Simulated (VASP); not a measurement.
Write the native input for VASP 6.6.1 that does the following.

```
Task                   : relaxation of cell and atoms
Functional             : PBE
Potentials or basis    : VASP PAW PBE potentials, release 64 (As, Se)
Cutoff                 : 600 eV
k mesh                 : 12 × 12 × 14
Occupations            : gaussian, width 0.1 eV
Spin                   : no spin polarisation
Dipole correction      : no
Further INCAR settings : ALGO = Normal; EDIFF = 1e-06; IBRION = 2; EDIFFG = -0.01; NSW = 100; ISIF = 3
```

The structure of As2Se lies in POSCAR:

```
As2Se
1.0
    4.5727582964      0.0000000000      0.0000000000
   -2.2863791482      3.9601248501      0.0000000000
    0.0000000000      0.0000000000      3.3828388201
As Se
2 1
Direct
    0.3333333333      0.6666666667      0.5000000000
    0.6666666667      0.3333333333      0.5000000000
    0.0000000000      0.0000000000      0.0000000000
```

One way to write it, as run:

INCAR

```
SYSTEM = As2Se
PREC = Accurate
ENCUT = 600
EDIFF = 1E-6
ISMEAR = 0
SIGMA = 0.1
LREAL = .FALSE.
LASPH = .TRUE.
NELM = 60
ALGO = Normal
ISIF = 3
LWAVE = .FALSE.
LCHARG = .FALSE.
GGA = PE
IBRION = 2
NSW = 100
EDIFFG = -0.01
```

KPOINTS

```
Automatic mesh
0
G
  12 12 14
  0 0 0
```

Potentials or basis: VASP PAW PBE potentials, release 64 (As, Se).

Run with:

```console
$ cat potpaw_PBE.64/As/POTCAR potpaw_PBE.64/Se/POTCAR > POTCAR
$ mpirun -np 1 vasp_std > vasp.out
```

Results of the run:

```json
{"Relaxed volume": "20.43 Å³/atom", "Relaxed cell": "a = 4.577 Å, b = 4.577 Å, c = 3.378 Å, α = 90.00°, β = 90.00°, γ = 120.00°", "Space group after relaxing (to 0.1 Å)": "P6/mmm (No. 191)", "Energy gained by relaxing": "0.0 meV/atom", "Ionic steps": "7", "Pressure after relaxing": "0.0 GPa", "Band gap on the k mesh": "zero (bands 8 and 9 overlap by 3.26 eV)"}
```

It took 2.4 min on 1 thread of Intel(R) Xeon(R) 6975P-C (Granite Rapids), with other jobs on the host, peak memory 0.32 GiB.
